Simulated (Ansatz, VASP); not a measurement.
**Two plane-wave programs on S**

```xyz
2
Lattice="2.1795 -2.1504 -0.1281 2.1795 2.1504 -0.1281 -1.7630 0.0000 5.4536" Properties=species:S:1:pos:R:3 pbc="T T T"
S     0.0561    0.0000    0.9446
S     2.5399    0.0000    4.2528
```

Alike in both runs: functional PBE; k mesh 6 × 6 × 4; occupations gaussian, width 0.1 eV; no spin polarisation.

Ansatz relaxed the structure, and its values are those at the end. VASP's run is a single point on that final structure, the one shown.

|  | VASP | Ansatz |
| --- | --- | --- |
| version | VASP 6.6.1 | Ansatz 0.2.0 |
| potentials or method | VASP PAW PBE potentials, release 64 (S), cutoff 520 eV | scalar-relativistic, plane waves, PAW |
| valence electrons in the cell | 12 | 12 |

```tsv
	VASP	Ansatz	Ansatz less VASP
pressure (GPa)	-0.5	0.1	+0.56
rms of the force components (eV/Å)	0.144	0.002	-0.1429
```
